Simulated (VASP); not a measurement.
# C19O in VASP: a series of runs

Runs on C19O. Level: PBE. Tasks: single point.

Everything below comes from runs of VASP 6.6.1. Logs are shortened: lines on timing, memory, paths and dates and some standing lists are left out, and cuts for length are marked.

### 1 The cell of the first run

The cell holds a slab with vacuum, 20 atoms: a = 7.398 Å, b = 7.398 Å, c = 12.000 Å, α = 90.00°, β = 90.00°, γ = 120.00°.

### 2 Single point, PBE

File INCAR:

```
SYSTEM = C19O
PREC = Accurate
ENCUT = 520
EDIFF = 1E-7
ISMEAR = 0
SIGMA = 0.02
LREAL = Auto
LASPH = .TRUE.
NELM = 80
ALGO = Normal
ISIF = 2
LWAVE = .FALSE.
LCHARG = .FALSE.
GGA = PE
NBANDS = 57
```

File KPOINTS:

```
regular mesh
0
G
  2 2 1
  0 0 0
```

File POSCAR:

```
C19O
1.0
    7.3980000272      0.0000000157      0.0000000000
   -3.6990000000      6.4068559686      0.0000000000
    0.0000000000      0.0000000000     12.0000000000
C O
19 1
Direct
    0.0328751708      0.0334924867      0.0603758407
    0.2557463328      0.1438831131      0.0617749093
    0.0401749988      0.3596291386      0.0991205062
    0.2621958017      0.4792147334      0.0707922167
    0.0347702919      0.7066402432      0.0707922167
    0.2549666021      0.8112059059      0.0673429424
    0.3658066709      0.0338468297      0.0628928207
    0.5884547331      0.1446772355      0.0675121862
    0.3661928562      0.3667459647      0.0603123306
    0.5890480452      0.4773196123      0.0603758407
    0.3667614644      0.6994110436      0.0673429424
    0.5894023882      0.8102511124      0.0628928207
    0.7002327940      0.0328991746      0.0675121862
    0.9204237734      0.1375023423      0.0710076626
    0.6930579008      0.3648682149      0.0710076626
    0.9151846971      0.4846194403      0.0991205062
    0.6994386716      0.7001907743      0.0617749093
    0.9223015232      0.8106372977      0.0603123306
   -0.0216130984      0.4228313431      0.2026349758
   -0.0198660875      0.4245783540      0.3026021336
```

Potentials or basis: VASP PAW PBE potentials, release 64 (C, O).

Command:

```
> cat potpaw_PBE.64/C/POTCAR potpaw_PBE.64/O/POTCAR > POTCAR
> mpirun -np 1 vasp_std > vasp.out
```

OUTCAR:

```text
SYSTEM = C19O
   PREC = Accurate
   ENCUT = 520
   EDIFF = 1E-7
   ISMEAR = 0
   LREAL = Auto
   LASPH = .TRUE.
   NELM = 80
   ISIF = 2
   GGA = PE

 ion  position               nearest neighbor table
   1  0.033  0.033  0.060-  14 1.39  18 1.43   2 1.43
   2  0.256  0.144  0.062-   7 1.41   9 1.43   1 1.43
   3  0.040  0.360  0.099-   4 1.46  14 1.46  19 1.48  16 1.60
   4  0.262  0.479  0.071-   9 1.39  11 1.41   3 1.46
   5  0.035  0.707  0.071-  18 1.39   6 1.41  16 1.46
   6  0.255  0.811  0.067-   5 1.41   7 1.43  11 1.43
   7  0.366  0.034  0.063-   2 1.41   6 1.43   8 1.43
   8  0.588  0.145  0.068-  15 1.41   7 1.43  13 1.43
   9  0.366  0.367  0.060-   4 1.39  10 1.43   2 1.43
  10  0.589  0.477  0.060-  15 1.39   9 1.43  17 1.43
  11  0.367  0.699  0.067-   4 1.41  12 1.43   6 1.43
  12  0.589  0.810  0.063-  17 1.41  11 1.43  13 1.43
  13  0.700  0.033  0.068-  14 1.41  12 1.43   8 1.43
  14  0.920  0.138  0.071-   1 1.39  13 1.41   3 1.46
  15  0.693  0.365  0.071-  10 1.39   8 1.41  16 1.46
  16  0.915  0.485  0.099-   5 1.46  15 1.46  19 1.48   3 1.60
  17  0.699  0.700  0.062-  12 1.41  18 1.43  10 1.43
  18  0.922  0.811  0.060-   5 1.39   1 1.43  17 1.43
  19  0.978  0.423  0.203-  20 1.20  16 1.48   3 1.48
  20  0.980  0.425  0.303-  19 1.20

  LATTYP: Found a hexagonal cell.
 ALAT       =     7.3980000272
 C/A-ratio  =     1.6220600103

  Lattice vectors:

 A1 = (   7.3980000272,   0.0000000157,   0.0000000000)
 A2 = (  -3.6990000000,   6.4068559686,   0.0000000000)
 A3 = (   0.0000000000,   0.0000000000,  12.0000000000)

Analysis of symmetry for initial positions (statically):
=====================================================================
 Subroutine PRICEL returns:
 Original cell was already a primitive cell.

 Routine SETGRP: Setting up the symmetry group for a
 hexagonal supercell.

 Subroutine GETGRP returns: Found  2 space group operations
 (whereof  1 operations were pure point group operations)
 out of a pool of 24 trial point group operations.

The static configuration has the point symmetry C_1 .
 The point group associated with its full space group is C_1h.

Analysis of symmetry for dynamics (positions and initial velocities):
=====================================================================
 Subroutine PRICEL returns:
 Original cell was already a primitive cell.

 Routine SETGRP: Setting up the symmetry group for a
 hexagonal supercell.

 Subroutine GETGRP returns: Found  2 space group operations
 (whereof  1 operations were pure point group operations)
 out of a pool of 24 trial point group operations.

The dynamic configuration has the point symmetry C_1 .
 The point group associated with its full space group is C_1h.

 Subroutine INISYM returns: Found  2 space group operations
 (whereof  1 operations are pure point group operations),
 and found     1 'primitive' translations

----------------------------------------------------------------------------------------

                                     Primitive cell

  volume of cell :     568.7750

  direct lattice vectors                    reciprocal lattice vectors
     7.398000027  0.000000016  0.000000000     0.135171667  0.078041398  0.000000000
    -3.699000000  6.406855969  0.000000000    -0.000000000  0.156082797  0.000000000
     0.000000000  0.000000000 12.000000000     0.000000000  0.000000000  0.083333333

  length of vectors
     7.398000027  7.398000027 12.000000000     0.156082797  0.156082797  0.083333333

  position of ions in fractional coordinates (direct lattice)
     0.032875171  0.033492487  0.060375841
     0.255746333  0.143883113  0.061774909
     0.040174999  0.359629139  0.099120506
     0.262195802  0.479214733  0.070792217
     0.034770292  0.706640243  0.070792217
     0.254966602  0.811205906  0.067342942
[... 12 lines left out ...]
     0.978386902  0.422831343  0.202634976
     0.980133913  0.424578354  0.302602134

  ion indices of the primitive-cell ions
   primitive index   ion index
                 1           1
                 2           2
                 3           3
                 4           4
                 5           5
                 6           6
[... 12 lines left out ...]
                19          19
                20          20

----------------------------------------------------------------------------------------

 KPOINTS: regular mesh

Automatic generation of k-mesh.
 Grid dimensions read from file:
 generate k-points for:    2    2    1

 Generating k-lattice:

  Cartesian coordinates                     Fractional coordinates (reciprocal lattice)
     0.067585834  0.039020699  0.000000000     0.500000000 -0.000000000  0.000000000
    -0.000000000  0.078041398  0.000000000     0.000000000  0.500000000  0.000000000
     0.000000000  0.000000000  0.083333333     0.000000000  0.000000000  1.000000000

  Length of vectors
     0.078041398  0.078041398  0.083333333

  Shift w.r.t. Gamma in fractional coordinates (k-lattice)
     0.000000000  0.000000000  0.000000000

 Subroutine IBZKPT returns following result:
 ===========================================

 Found      3 irreducible k-points:

 Following reciprocal coordinates:
            Coordinates               Weight
  0.000000  0.000000  0.000000      1.000000
  0.500000 -0.000000  0.000000      2.000000
  0.500000  0.500000  0.000000      1.000000
   k-points           NKPTS =      3   k-points in BZ     NKDIM =      3   number of bands    NBANDS=     57
   number of dos      NEDOS =    301   number of ions     NIONS =     20
   total plane-waves  NPLWV = 282240
   dimension x,y,z NGX =    56 NGY =   56 NGZ =   90
   dimension x,y,z NGXF=   112 NGYF=  112 NGZF=  180
   ions per type =              19   1
   NGX,Y,Z   is equivalent  to a cutoff of  12.58, 12.58, 12.47 a.u.
   NGXF,Y,Z  is equivalent  to a cutoff of  25.17, 25.17, 24.94 a.u.
 SYSTEM =  C19O
   PREC   = accura    normal or accurate (medium, high low for compatibility)
   ISTART =      0    job   : 0-new  1-cont  2-samecut
   ICHARG =      2    charge: 1-file 2-atom 10-const
   ISPIN  =      1    spin polarized calculation?
   LNONCOLLINEAR =      F non collinear calculations
   LSORBIT =      F    spin-orbit coupling
   LASPH  =      T    aspherical Exc in radial PAW
   ENCUT  =  520.0 eV  38.22 Ry    6.18 a.u.  13.76 13.76 22.31*2*pi/ulx,y,z
   NELM   =     80;   NELMIN=  2; NELMDL= -5     # of ELM steps
   EDIFF  = 0.1E-06   stopping-criterion for ELM
   LREAL  =      T    real-space projection
   EDIFFG = 0.1E-05   stopping-criterion for IOM
   NSW    =      0    number of steps for IOM
   IBRION =     -1    ionic relax: 0-MD 1-quasi-New 2-CG
   NFREE  =      0    steps in history (QN), initial steepest desc. (CG)
   ISIF   =      2    stress and relaxation
   ISYM   =      2    0-nonsym 1-usesym 2-fastsym
   POTIM  = 0.5000    time-step for ionic-motion
   TEBEG  =    0.0;   TEEND  =   0.0 temperature during run
   PSTRESS=    0.0 pullay stress
   NELECT =      82.0000    total number of electrons
   NUPDOWN=      -1.0000    fix difference up-down
   EMIN   =  10.00;   EMAX   =-10.00  energy-range for DOS
   EFERMI =   0.00;   METHOD = LEGACY
   ISMEAR =     0;   SIGMA  =   0.02  broadening in eV -4-tet -1-fermi 0-gaus
   EFERMI_NEDOS =   21; number of points for ismear=-14 and -15
   IALGO  =     38    algorithm
   IMIX   =      4    mixing-type and parameters
     AMIX     =   0.40;   BMIX     =  1.00
     AMIX_MAG =   1.60;   BMIX_MAG =  1.00
  volume/ion in A,a.u.               =      28.44       191.91
  Fermi-wavevector in a.u.,A,eV,Ry     =   0.858419  1.622176 10.025902  0.736883
  Thomas-Fermi vector in A             =   1.975621
   LORBIT       =      0    0 simple, 1 ext, 2 COOP (PROOUT), +10 PAW based schemes
   GGA     = PE    functional components
   LHFCALC =     F    Hartree Fock is set to
   AEXX    =    0.0000 exact exchange contribution
   IVDW    =     0    specifies the selected vdW correction
   LEPSILON=     F    determine dielectric tensor
   LRPA    =     F    only Hartree local field effects (RPA)
 non-spin polarized calculation
 Gauss-broadening in eV      SIGMA  =   0.02
  energy-cutoff  :      520.00
  volume of cell :      568.78
 maximum number of plane-waves:     15363
 NGX is ok and might be reduce to    56
   NGX = 27   NGY = 27   NGZ = 45

 number of electron      82.0000003 magnetization

 Free energy of the ion-electron system (eV)
  ---------------------------------------------------
  ext. energy  EPLUGINS =         0.00000000
  ---------------------------------------------------
  free energy    TOTEN  =      -177.80725512 eV

  energy without entropy =     -177.80725512  energy(sigma->0) =     -177.80725512

 E-fermi :  -1.8102     XC(G=0):  -4.0055

 val. band max:       -1.8887782806   @ k =   0.0000   0.0000   0.0000
 cond. band min:      -1.7317480054   @ k =   0.0000   0.0000   0.0000
 fundamental gap:      0.1570302752
 Fermi energy:        -1.8102465716

 k-point     1 :       0.0000    0.0000    0.0000
  band No.  band energies     occupation
      1     -24.6654      2.00000
      2     -21.7180      2.00000
      3     -20.0521      2.00000
      4     -18.9754      2.00000
      5     -18.9229      2.00000
      6     -18.8075      2.00000
[... 45 lines left out ...]
     52       3.6510      0.00000
     53       4.2129      0.00000

 k-point     2 :       0.5000   -0.0000    0.0000
  band No.  band energies     occupation
      1     -24.6649      2.00000
      2     -21.3957      2.00000
      3     -20.7237      2.00000
      4     -19.8661      2.00000
      5     -19.4928      2.00000
      6     -17.9818      2.00000
[... 45 lines left out ...]
     52       3.6913      0.00000
     53       4.3167      0.00000

 k-point     3 :       0.5000    0.5000    0.0000
  band No.  band energies     occupation
      1     -24.6649      2.00000
      2     -21.3718      2.00000
      3     -20.7940      2.00000
      4     -19.8010      2.00000
      5     -19.5003      2.00000
      6     -17.9174      2.00000
[... 45 lines left out ...]
     52       4.3176      0.00000
     53       4.3199      0.00000
 [bands above 53 left out]

------------------------ aborting loop because EDIFF is reached ----------------------------------------

  FORCE on cell =-STRESS in cart. coord.  units (eV):
  Direction    XX          YY          ZZ          XY          YZ          ZX
  --------------------------------------------------------------------------------------
  -------------------------------------------------------------------------------------
  Total        5.5230105      7.8607997      0.4928194      2.0245848     -0.0203823     -0.0117676
  in kB       15.5577188     22.1430161      1.3882187      5.7030348     -0.0574147     -0.0331480
  external PRESSURE =      13.0296512 kB  Pullay stress =       0.0000000 kB

 VOLUME and BASIS-vectors are now :
 -----------------------------------------------------------------------------
  energy-cutoff  :      520.00
  volume of cell :      568.78
      direct lattice vectors                 reciprocal lattice vectors
     7.398000027  0.000000016  0.000000000     0.135171667  0.078041398  0.000000000
    -3.699000000  6.406855969  0.000000000    -0.000000000  0.156082797  0.000000000
     0.000000000  0.000000000 12.000000000     0.000000000  0.000000000  0.083333333

 POSITION                                       TOTAL-FORCE (eV/Angst)
 -----------------------------------------------------------------------------------
      0.11932      0.21458      0.72451         0.002190     -0.006238     -0.000290
      1.35979      0.92184      0.74130        -0.005413     -0.000536     -0.004620
     -1.03305      2.30409      1.18945         0.012244     -0.003063     -0.000657
      0.16711      3.07026      0.84951        -0.015210     -0.002171      0.001441
     -2.35663      4.52734      0.84951         0.005725     -0.014257      0.001441
     -1.11441      5.19728      0.80812         0.006673      0.001140     -0.004992
[... 12 lines left out ...]
      5.67405      2.70902      2.43162        -0.003737     -0.006472     -0.484518
      5.68052      2.72021      3.63123        -0.000928     -0.001608      0.520279
 -----------------------------------------------------------------------------------
    total drift:                                0.011169      0.019428      0.000221

  FREE ENERGIE OF THE ION-ELECTRON SYSTEM (eV)
  ---------------------------------------------------
  free  energy   TOTEN  =      -177.8072551175 eV

  energy  without entropy=     -177.8072551164  energy(sigma->0) =     -177.80725512
```

Run time: 2.9 min. Hardware: 1 thread of Intel Xeon 6975P-C (Granite Rapids), shared host; peak memory 0.56 GiB.

Results:

- Free energy: -177.8073 eV
- Largest force: 0.520 eV/Å
- Band gap on the k mesh: 0.16 eV

Forces on the atoms (eV/Å):
```
C    0.002 -0.006  0.000
C   -0.005 -0.001 -0.005
C    0.012 -0.003 -0.001
C   -0.015 -0.002  0.001
C    0.006 -0.014  0.001
C    0.007  0.001 -0.005
C    0.012 -0.007  0.000
C   -0.008 -0.006 -0.005
C    0.007  0.000 -0.003
C   -0.006 -0.001  0.000
C   -0.002  0.006 -0.005
C   -0.012  0.007  0.000
C   -0.002 -0.010 -0.005
C    0.005  0.020 -0.001
C    0.015  0.014 -0.001
C   -0.009  0.009 -0.001
C    0.002 -0.005 -0.005
C   -0.003  0.006 -0.003
C   -0.004 -0.006 -0.485
O   -0.001 -0.002  0.520
```

Caveat: the k points lie up to 0.49 Å⁻¹ apart.

### 3 Single point, PBE

File INCAR:

```
PREC = Accurate
ENCUT = 520
EDIFF = 1E-7
ISMEAR = 0
SIGMA = 0.02
LREAL = Auto
LASPH = T
NELM = 60
ALGO = Normal
ISIF = 2
LWAVE = F
LCHARG = F
GGA = PE
NBANDS = 57
```

File KPOINTS:

```
Automatic mesh
0
Gamma
  2 2 1
```

File POSCAR:

```
C19O
1.0
    7.3980000000      0.0000000000      0.0000000000
   -3.6990000000      6.4068560000      0.0000000000
    0.0000000000      0.0000000000     12.0000000000
C O
19 1
Direct
    0.0328752331      0.0334925586      0.0603758333
    0.2557463385      0.1438830528      0.0617749167
    0.0401749288      0.3596291223      0.0991205000
    0.2621957854      0.4792147662      0.0707922500
    0.0347702212      0.7066401992      0.0707922500
    0.2549665315      0.8112058395      0.0673429167
    0.3658066450      0.0338468665      0.0628928333
    0.5884547135      0.1446772020      0.0675121667
    0.3661928309      0.3667460296      0.0603123333
    0.5890480175      0.4773196089      0.0603758333
    0.3667614953      0.6994110684      0.0673429167
    0.5894023721      0.8102510810      0.0628928333
    0.7002327505      0.0328991318      0.0675121667
    0.9204238083      0.1375023881      0.0710076667
    0.6930579160      0.3648681974      0.0710076667
    0.9151846888      0.4846194452      0.0991205000
    0.6994386870      0.7001907020      0.0617749167
    0.9223014481      0.8106372299      0.0603123333
   -0.0216130831      0.4228314168      0.2026350000
   -0.0198661645      0.4245782955      0.3026021667
```

Potentials or basis: VASP PAW PBE potentials, release 64 (C, O).

Command:

```
> cat potpaw_PBE.64/C/POTCAR potpaw_PBE.64/O/POTCAR > POTCAR
> mpirun -np 1 vasp_std > vasp.out
```

OUTCAR:

```text
PREC = Accurate
   ENCUT = 520
   EDIFF = 1E-7
   ISMEAR = 0
   LREAL = Auto
   LASPH = T
   NELM = 60
   ISIF = 2
   GGA = PE

 ion  position               nearest neighbor table
   1  0.033  0.033  0.060-  14 1.39  18 1.43   2 1.43
   2  0.256  0.144  0.062-   7 1.41   9 1.43   1 1.43
   3  0.040  0.360  0.099-   4 1.46  14 1.46  19 1.48  16 1.60
   4  0.262  0.479  0.071-   9 1.39  11 1.41   3 1.46
   5  0.035  0.707  0.071-  18 1.39   6 1.41  16 1.46
[... 399 lines left out ...]
  Total        5.5230085      7.8607906      0.4927963      2.0245786     -0.0203876     -0.0117707
  in kB       15.5577130     22.1429905      1.3881536      5.7030173     -0.0574298     -0.0331567
  external PRESSURE =      13.0296190 kB  Pullay stress =       0.0000000 kB

 VOLUME and BASIS-vectors are now :
 -----------------------------------------------------------------------------
  energy-cutoff  :      520.00
  volume of cell :      568.78
      direct lattice vectors                 reciprocal lattice vectors
     7.398000000  0.000000000  0.000000000     0.135171668  0.078041398  0.000000000
    -3.699000000  6.406856000  0.000000000     0.000000000  0.156082796  0.000000000
     0.000000000  0.000000000 12.000000000     0.000000000  0.000000000  0.083333333

 POSITION                                       TOTAL-FORCE (eV/Angst)
 -----------------------------------------------------------------------------------
      0.11932      0.21458      0.72451         0.002174     -0.006255     -0.000288
      1.35979      0.92184      0.74130        -0.005410     -0.000522     -0.004620
     -1.03305      2.30409      1.18945         0.012244     -0.003055     -0.000647
      0.16711      3.07026      0.84951        -0.015208     -0.002168      0.001433
     -2.35663      4.52734      0.84951         0.005727     -0.014254      0.001433
     -1.11441      5.19728      0.80812         0.006677      0.001143     -0.004987
[... 12 lines left out ...]
      5.67405      2.70902      2.43162        -0.003742     -0.006481     -0.484517
      5.68051      2.72021      3.63123        -0.000927     -0.001605      0.520268
 -----------------------------------------------------------------------------------
    total drift:                                0.011091      0.019470      0.000221

  FREE ENERGIE OF THE ION-ELECTRON SYSTEM (eV)
  ---------------------------------------------------
  free  energy   TOTEN  =      -177.8072542577 eV

  energy  without entropy=     -177.8072542565  energy(sigma->0) =     -177.80725426
```

OSZICAR:

```text
N       E                     dE             d eps       ncg     rms          rms(c)
DAV:   1     0.692595684119E+03    0.69260E+03   -0.33740E+04   342   0.116E+03
DAV:   2    -0.832188972754E+02   -0.77581E+03   -0.74556E+03   500   0.284E+02
DAV:   3    -0.187065178187E+03   -0.10385E+03   -0.10316E+03   420   0.108E+02
[... 16 lines left out ...]
DAV:  20    -0.177807250085E+03   -0.10126E-04   -0.75480E-07   348   0.221E-03    0.406E-04
DAV:  21    -0.177807252871E+03   -0.27853E-05   -0.16581E-07   324   0.959E-04    0.418E-04
DAV:  22    -0.177807253932E+03   -0.10607E-05   -0.12759E-07   284   0.103E-03    0.250E-04
DAV:  23    -0.177807254178E+03   -0.24617E-06   -0.21790E-08   236   0.445E-04    0.293E-04
DAV:  24    -0.177807254258E+03   -0.79965E-07   -0.11628E-08   276   0.407E-04
   1 F= -.17780725E+03 E0= -.17780725E+03  d E =-.114307E-08
```

stdout:

```text
POSCAR found type information on POSCAR C O
 POSCAR found :  2 types and      20 ions
 scaLAPACK will be used
 LDA part: xc-table for (Slater+PW92), standard interpolation
 POSCAR, INCAR and KPOINTS ok, starting setup
 FFT: planning ... GRIDC
 FFT: planning ... GRID_SOFT
 FFT: planning ... GRID
 WAVECAR not read
 entering main loop
```

It took 2.8 min on 1 thread of Intel Xeon 6975P-C (Granite Rapids), shared host; peak memory 0.56 GiB.

Results:

- Free energy: -177.8073 eV
- Largest force: 0.520 eV/Å
- Band gap on the k mesh: 0.16 eV

Forces in eV/Å, atoms in the order of the input:
```
C    0.002 -0.006  0.000
C   -0.005 -0.001 -0.005
C    0.012 -0.003 -0.001
C   -0.015 -0.002  0.001
C    0.006 -0.014  0.001
C    0.007  0.001 -0.005
C    0.012 -0.007  0.000
C   -0.008 -0.006 -0.005
C    0.007  0.000 -0.003
C   -0.007 -0.001  0.000
C   -0.002  0.006 -0.005
C   -0.012  0.007  0.000
C   -0.002 -0.010 -0.005
C    0.005  0.020 -0.001
C    0.015  0.014 -0.001
C   -0.009  0.009 -0.001
C    0.002 -0.005 -0.005
C   -0.003  0.006 -0.003
C   -0.004 -0.006 -0.485
O   -0.001 -0.002  0.520
```

Levels at points of the mesh, in eV from the valence-band top:
| k point | band 39 | band 40 | band 41 | band 42 | band 43 | band 44 |
| --- | --- | --- | --- | --- | --- | --- |
| (0.00, 0.00, 0.00) | -1.60 | -0.82 | 0.00 | 0.16 | 1.63 | 1.70 |
| (0.50, 0.00, 0.00) | -2.51 | -2.36 | -0.59 | 1.21 | 1.53 | 2.42 |
| (0.50, 0.50, 0.00) | -2.51 | -2.31 | -0.09 | 0.74 | 1.55 | 2.18 |

Caveat: the k points lie up to 0.49 Å⁻¹ apart.
